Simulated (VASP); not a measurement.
Crystal: GaN.

```
CELL_PARAMETERS angstrom
0.00000 2.27424 2.27424
2.27424 0.00000 2.27424
2.27424 2.27424 0.00000
ATOMIC_POSITIONS crystal
Ga 0.00000 0.00000 0.00000
N 0.75000 0.75000 0.75000
```

Base run:

- Program: VASP 6.6.1
- Functional: PBE0
- Potentials or basis: VASP PAW PBE potentials, release 64 (Ga_d, N)
- Cutoff: 520 eV
- k mesh: 6 × 6 × 6
- Occupations: gaussian, width 0.02 eV
- Spin: no spin polarisation

Its results: band gap on the k mesh 3.49 eV; pressure -6.4 GPa.

Problem. The run is repeated on the same cell with these changes: functional from PBE0 to HSE06. What comes out?

Solution. Band gap on the k mesh 2.77 eV; pressure -6.2 GPa.

Caveats: the cell stands under tension; the PAW data sets were made with another functional, which shifts forces and pressure a little.

